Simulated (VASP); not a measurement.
# AlN (P3m1) in VASP: notebook, part 2 of 2

VASP 6.6.1. Earlier steps stand in the parts before.

**3. Single point, PBE**

This run uses another cell than the first one, of 11.18 Å³/atom, 1.082 times its volume.

INCAR reads:

```
SYSTEM = AlN
ALGO = Normal
EDIFF = 1E-6
ENCUT = 520
GGA = PE
ISIF = 2
ISMEAR = 0
LASPH = .True.
LCHARG = .True.
LELF = .True.
LREAL = .False.
LVHAR = .True.
LWAVE = .False.
NBANDS = 26
NELM = 100
PREC = Accurate
SIGMA = 0.05
```

KPOINTS reads:

```
k-points
0
Gamma
  8 8 3
  0 0 0
```

POSCAR reads:

```
AlN
1.0
   -3.1302395629      0.0000000000      0.0000000000
   -1.5651197814     -2.7108669814      0.0000000000
    0.0000000000      0.0000000000     10.5359593112
Al N
4 4
Direct
    0.3333333333      0.3333333333      0.6235486370
    0.3333333333      0.3333333333      0.1472768988
    0.6666666667      0.6666666667      0.8616845062
    0.6666666667      0.6666666667      0.3854127679
    0.3333333333      0.3333333333      0.8052665778
    0.3333333333      0.3333333333      0.3289948395
    0.6666666667      0.6666666667      0.0908589704
    0.6666666667      0.6666666667      0.5671307087
```

Potentials or basis: VASP PAW PBE potentials, release 64 (Al, N).

Run with:

```bash
$ cat potpaw_PBE.64/Al/POTCAR potpaw_PBE.64/N/POTCAR > POTCAR
$ mpirun -np 1 vasp_std > vasp.out
```

OUTCAR:

```text
SYSTEM = AlN
   EDIFF = 1E-6
   ENCUT = 520
   GGA = PE
   ISIF = 2
   ISMEAR = 0
   LASPH = .True.
   LREAL = .False.
   NELM = 100
   PREC = Accurate

 ion  position               nearest neighbor table
   1  0.333  0.333  0.624-   8 1.90   8 1.90   8 1.90   5 1.91   4 3.09   4 3.09   4 3.09   3 3.09
                             3 3.09   3 3.09
   2  0.333  0.333  0.147-   7 1.90   7 1.90   7 1.90   6 1.91   4 3.09   4 3.09   4 3.09
   3  0.667  0.667  0.862-   5 1.90   5 1.90   5 1.90   7 2.41   1 3.09   1 3.09   1 3.09
   4  0.667  0.667  0.385-   6 1.90   6 1.90   6 1.90   8 1.91   2 3.09   1 3.09   1 3.09   2 3.09
                             1 3.09   2 3.09
   5  0.333  0.333  0.805-   3 1.90   3 1.90   3 1.90   1 1.91
   6  0.333  0.333  0.329-   4 1.90   4 1.90   4 1.90   2 1.91
   7  0.667  0.667  0.091-   2 1.90   2 1.90   2 1.90   3 2.41
   8  0.667  0.667  0.567-   1 1.90   1 1.90   1 1.90   4 1.91

  LATTYP: Found a hexagonal cell.
 ALAT       =     3.1302395629
 C/A-ratio  =     3.3658635704

  Lattice vectors:

 A1 = (   1.5651197814,   2.7108669814,   0.0000000000)
 A2 = (  -3.1302395629,   0.0000000000,   0.0000000000)
 A3 = (   0.0000000000,   0.0000000000,  10.5359593112)

Analysis of symmetry for initial positions (statically):
=====================================================================
 Subroutine PRICEL returns:
 Original cell was already a primitive cell.

 Routine SETGRP: Setting up the symmetry group for a
 hexagonal supercell.

 Subroutine GETGRP returns: Found  6 space group operations
 (whereof  6 operations were pure point group operations)
 out of a pool of 24 trial point group operations.

The static configuration has the point symmetry C_3v.

Analysis of symmetry for dynamics (positions and initial velocities):
=====================================================================
 Subroutine PRICEL returns:
 Original cell was already a primitive cell.

 Routine SETGRP: Setting up the symmetry group for a
[... 142 lines left out ...]
   GGA     = PE    functional components
   LHFCALC =     F    Hartree Fock is set to
   AEXX    =    0.0000 exact exchange contribution
   IVDW    =     0    specifies the selected vdW correction
   LEPSILON=     F    determine dielectric tensor
   LRPA    =     F    only Hartree local field effects (RPA)
 non-spin polarized calculation
 Gauss-broadening in eV      SIGMA  =   0.05
  energy-cutoff  :      520.00
  volume of cell :       89.40
 maximum number of plane-waves:      2425
   NGX = 11   NGY = 11   NGZ = 39

 number of electron      31.9999999 magnetization

 Free energy of the ion-electron system (eV)
  ---------------------------------------------------
  ext. energy  EPLUGINS =         0.00000000
  ---------------------------------------------------
  free energy    TOTEN  =       -58.73009911 eV

  energy without entropy =      -58.73009911  energy(sigma->0) =      -58.73009911

 E-fermi :   6.3375     XC(G=0): -10.6013

 val. band max:        6.0828234248   @ k =   0.0000   0.0000   0.0000
 cond. band min:       8.7608175218   @ k =   0.0000   0.0000   0.0000
 fundamental gap:      2.6779940970
 Fermi energy:         6.3374809876

 k-point     1 :       0.0000    0.0000    0.0000
  band No.  band energies     occupation
      1      -9.8134      2.00000
      2      -8.9874      2.00000
      3      -8.3063      2.00000
      4      -7.0855      2.00000
      5      -0.4402      2.00000
      6       1.7795      2.00000
[... 685 lines left out ...]
     25      15.4266      0.00000
     26      16.1988      0.00000

 [... further k-points ...]

------------------------ aborting loop because EDIFF is reached ----------------------------------------

  FORCE on cell =-STRESS in cart. coord.  units (eV):
  Direction    XX          YY          ZZ          XY          YZ          ZX
  --------------------------------------------------------------------------------------
  -------------------------------------------------------------------------------------
  Total       -0.6980484     -0.6980484     -5.9675386      0.0000000      0.0000000      0.0000000
  in kB      -12.5093925    -12.5093925   -106.9414201      0.0000000      0.0000000      0.0000000
  external PRESSURE =     -43.9867350 kB  Pullay stress =       0.0000000 kB

 VOLUME and BASIS-vectors are now :
 -----------------------------------------------------------------------------
  energy-cutoff  :      520.00
  volume of cell :       89.40
      direct lattice vectors                 reciprocal lattice vectors
    -3.130239563  0.000000000  0.000000000    -0.319464367  0.184442838  0.000000000
    -1.565119781 -2.710866981  0.000000000     0.000000000 -0.368885676  0.000000000
     0.000000000  0.000000000 10.535959311     0.000000000  0.000000000  0.094913047

 POSITION                                       TOTAL-FORCE (eV/Angst)
 -----------------------------------------------------------------------------------
     -1.56512     -0.90362      6.56968         0.000000      0.000000     -0.557112
     -1.56512     -0.90362      1.55170         0.000000      0.000000     -1.147325
     -3.13024     -1.80724      9.07867         0.000000      0.000000      1.853938
     -3.13024     -1.80724      4.06069         0.000000      0.000000     -0.558600
     -1.56512     -0.90362      8.48426        -0.000000     -0.000000      0.666963
     -1.56512     -0.90362      3.46628        -0.000000      0.000000      0.582480
     -3.13024     -1.80724      0.95729        -0.000000     -0.000000     -1.377742
     -3.13024     -1.80724      5.97527         0.000000      0.000000      0.537396
 -----------------------------------------------------------------------------------
    total drift:                               -0.000000     -0.000000     -0.000755

  FREE ENERGIE OF THE ION-ELECTRON SYSTEM (eV)
  ---------------------------------------------------
  free  energy   TOTEN  =       -58.7300991082 eV

  energy  without entropy=      -58.7300991082  energy(sigma->0) =      -58.73009911
```

OSZICAR:

```text
N       E                     dE             d eps       ncg     rms          rms(c)
DAV:   1     0.112225025704E+03    0.11223E+03   -0.14587E+04  1300   0.110E+03
DAV:   2    -0.583205355752E+02   -0.17055E+03   -0.16046E+03  1778   0.226E+02
DAV:   3    -0.682406901719E+02   -0.99202E+01   -0.98645E+01  1718   0.560E+01
DAV:   4    -0.683392833401E+02   -0.98593E-01   -0.98524E-01  1600   0.639E+00
DAV:   5    -0.683408131614E+02   -0.15298E-02   -0.15294E-02  1714   0.797E-01    0.170E+01
DAV:   6    -0.587427608298E+02    0.95981E+01   -0.31223E+01  1636   0.294E+01    0.604E+00
DAV:   7    -0.587702398583E+02   -0.27479E-01   -0.13440E+00  1568   0.644E+00    0.412E+00
DAV:   8    -0.587327851280E+02    0.37455E-01   -0.14972E-01  1692   0.294E+00    0.683E-01
DAV:   9    -0.587291525117E+02    0.36326E-02   -0.28649E-02  1712   0.102E+00    0.344E-01
DAV:  10    -0.587299602067E+02   -0.80770E-03   -0.41825E-03  1588   0.388E-01    0.136E-01
DAV:  11    -0.587301051649E+02   -0.14496E-03   -0.41159E-04  1792   0.185E-01    0.465E-02
DAV:  12    -0.587300922330E+02    0.12932E-04   -0.22988E-04  1742   0.112E-01    0.158E-02
DAV:  13    -0.587300983277E+02   -0.60946E-05   -0.42153E-05  1592   0.431E-02    0.607E-03
DAV:  14    -0.587300991082E+02   -0.78056E-06   -0.31103E-06  1696   0.138E-02
   1 F= -.58730099E+02 E0= -.58730099E+02  d E =-.453804E-14
```

Wall time 83 s (1 thread of AMD EPYC 7R13, shared host); peak memory 0.18 GiB.

What came out:

- Free energy: -58.7301 eV
- Pressure: -4.4 GPa
- Largest force: 1.854 eV/Å
- Band gap on the k mesh: 2.68 eV, direct

Forces on the atoms (eV/Å):
```
Al   0.000  0.000 -0.557
Al   0.000  0.000 -1.147
Al   0.000  0.000  1.854
Al   0.000  0.000 -0.559
N    0.000  0.000  0.667
N    0.000  0.000  0.582
N    0.000  0.000 -1.378
N    0.000  0.000  0.537
```

Levels at points of the mesh, in eV from the valence-band top:
```csv
k point,band 13,band 14,band 15,band 16,band 17,band 18,band 19,band 20
"(0.00, 0.00, 0.00)",-0.92,-0.61,0.00,0.00,2.68,5.12,5.53,6.22
"(0.50, 0.00, 0.00)",-1.97,-1.74,-1.18,-0.74,3.91,4.21,5.02,5.43
```

Caveat: forces of over 1 eV/Å act on the atoms, so gaps and moduli don't describe the material at rest.

**4. Single point, PBE**

This run uses another cell than the first one, of 11.44 Å³/atom, 1.108 times its volume.

INCAR reads:

```
SYSTEM = AlN
PREC = Accurate ; ENCUT = 520
EDIFF = 1E-6 ; ISMEAR = 0
SIGMA = 0.05 ; LREAL = .FALSE.
LASPH = .TRUE. ; NELM = 60
ALGO = Normal ; ISIF = 2
LWAVE = .FALSE. ; LCHARG = .TRUE.
GGA = PE ; LELF = .TRUE.
LVHAR = .TRUE. ; NBANDS = 26
```

KPOINTS reads:

```
regular mesh
0
G
  8 8 3
  0 0 0
```

POSCAR reads:

```
AlN
1.0
   -3.1302395629      0.0000000000      0.0000000000
   -1.5651197814     -2.7108669814      0.0000000000
    0.0000000000      0.0000000000     10.7859593112
Al N
4 4
Direct
    0.3333333333      0.3333333333      0.6090958513
    0.3333333333      0.3333333333      0.1438632734
    0.6666666667      0.6666666667      0.8417121402
    0.6666666667      0.6666666667      0.3764795623
    0.3333333333      0.3333333333      0.7866018825
    0.3333333333      0.3333333333      0.3213693046
    0.6666666667      0.6666666667      0.0887530156
    0.6666666667      0.6666666667      0.5539855935
```

Run with:

```bash
$ cat potpaw_PBE.64/Al/POTCAR potpaw_PBE.64/N/POTCAR > POTCAR
$ mpirun -np 1 vasp_std > vasp.out
```

Wall time 80 s (1 thread of AMD EPYC 7R13, shared host); peak memory 0.18 GiB.

The run converged. Its results:

| Quantity | Value |
| --- | --- |
| Free energy | -58.1481 eV |
| Pressure | -4.6 GPa |
| Largest force | 1.648 eV/Å |
| Band gap on the k mesh | 1.77 eV, direct |

Forces on the atoms (eV/Å):
```
Al   0.000  0.000 -0.800
Al   0.000  0.000 -1.623
Al   0.000  0.000  1.648
Al   0.000  0.000 -0.811
N    0.000  0.000  0.894
N    0.000  0.000  0.846
N    0.000  0.000 -0.926
N    0.000  0.000  0.772
```

Stress tensor (GPa, compression positive):
```
 -1.28   0.00   0.00
  0.00  -1.28   0.00
  0.00   0.00 -11.24
```

Levels at points of the mesh, in eV from the valence-band top:
| k point | band 12 | band 13 | band 14 | band 15 | band 16 | band 17 | band 18 | band 19 | band 20 | band 21 |
| --- | --- | --- | --- | --- | --- | --- | --- | --- | --- | --- |
| (0.00, 0.00, 0.00) | -1.25 | -1.25 | -0.95 | 0.00 | 0.00 | 1.77 | 4.49 | 4.94 | 5.70 | 7.10 |
| (0.50, 0.00, 0.00) | -2.86 | -2.29 | -2.08 | -1.09 | -0.77 | 3.04 | 3.52 | 4.59 | 5.03 | 5.46 |

Caveat: forces of over 1 eV/Å act on the atoms, so gaps and moduli don't describe the material at rest. PBE gaps usually lie below the measured ones, often by a third to a half.

**5. Single point, PBE**

This run uses another cell than the first one, of 11.71 Å³/atom, 1.134 times its volume.

INCAR reads:

```
SYSTEM = AlN
PREC = Accurate
ENCUT = 520
EDIFF = 1E-6
ISMEAR = 0
SIGMA = 0.05
LREAL = .False.
LASPH = .True.
NELM = 60
ALGO = Normal
ISIF = 2
LWAVE = .False.
LCHARG = .False.
GGA = PE
NBANDS = 26
```

KPOINTS reads:

```
Automatic mesh
0
Gamma
  8 8 3
  0 0 0
```

POSCAR reads:

```
AlN
1.0
   -3.1302395629      0.0000000000      0.0000000000
   -1.5651197814     -2.7108669814      0.0000000000
    0.0000000000      0.0000000000     11.0359593112
Al N
4 4
Direct
    0.3333333333      0.3333333333      0.5952978697
    0.3333333333      0.3333333333      0.1406043072
    0.6666666667      0.6666666667      0.8226446510
    0.6666666667      0.6666666667      0.3679510884
    0.3333333333      0.3333333333      0.7687828180
    0.3333333333      0.3333333333      0.3140892554
    0.6666666667      0.6666666667      0.0867424741
    0.6666666667      0.6666666667      0.5414360367
```

Run with:

```bash
$ cat potpaw_PBE.64/Al/POTCAR potpaw_PBE.64/N/POTCAR > POTCAR
$ mpirun -np 1 vasp_std > vasp.out
```

Run time: 86 s. Hardware: 1 thread of AMD EPYC 7R13, shared host; peak memory 0.19 GiB.

The run converged. Its results:

```
Free energy            : -57.6085 eV
Pressure               : -4.4 GPa
Largest force          : 2.004 eV/Å
Band gap on the k mesh : 0.97 eV, direct
```

Forces on the atoms (eV/Å):
```
Al   0.000  0.000 -0.996
Al   0.000  0.000 -2.004
Al   0.000  0.000  1.316
Al   0.000  0.000 -1.022
N    0.000  0.000  1.052
N    0.000  0.000  1.067
N    0.000  0.000 -0.373
N    0.000  0.000  0.960
```

Stress tensor (GPa, compression positive):
```
 -1.18   0.00   0.00
  0.00  -1.18   0.00
  0.00   0.00 -10.76
```

Levels at points of the mesh, in eV from the valence-band top:
```csv
k point,band 12,band 13,band 14,band 15,band 16,band 17,band 18,band 19,band 20,band 21
"(0.00, 0.00, 0.00)",-1.51,-1.51,-1.17,0.00,0.00,0.97,3.97,4.38,5.24,6.81
"(0.50, 0.00, 0.00)",-3.29,-2.52,-2.35,-0.98,-0.78,2.27,2.95,4.20,4.48,5.15
```

Caveat: forces of over 1 eV/Å act on the atoms, so gaps and moduli don't describe the material at rest.

**6. Summary**

```tsv
cell	gap on the mesh (eV)	pressure (GPa)	largest force (eV/Å)
a = 3.130, b = 3.130, c = 9.736 Å, angles 90.0, 90.0, 60.0°, 8 atoms	4.24	9.6	7.86
a = 3.130, b = 3.130, c = 10.536 Å, angles 90.0, 90.0, 60.0°, 8 atoms	2.68	-4.4	1.85
a = 3.130, b = 3.130, c = 10.786 Å, angles 90.0, 90.0, 60.0°, 8 atoms	1.77	-4.6	1.65
a = 3.130, b = 3.130, c = 11.036 Å, angles 90.0, 90.0, 60.0°, 8 atoms	0.97	-4.4	2.00
```

Alike in all rows: task single point; level PBE; potentials or basis VASP PAW PBE potentials, release 64 (Al, N); no spin polarisation; k mesh 8 × 8 × 3; cutoff (eV) 520; smearing gaussian 0.05 eV.

Caveats: forces of over 1 eV/Å act on the atoms, so gaps and moduli don't describe the material at rest.

Total energies depend on the potentials used, so only differences within one code and one set of settings carry meaning.
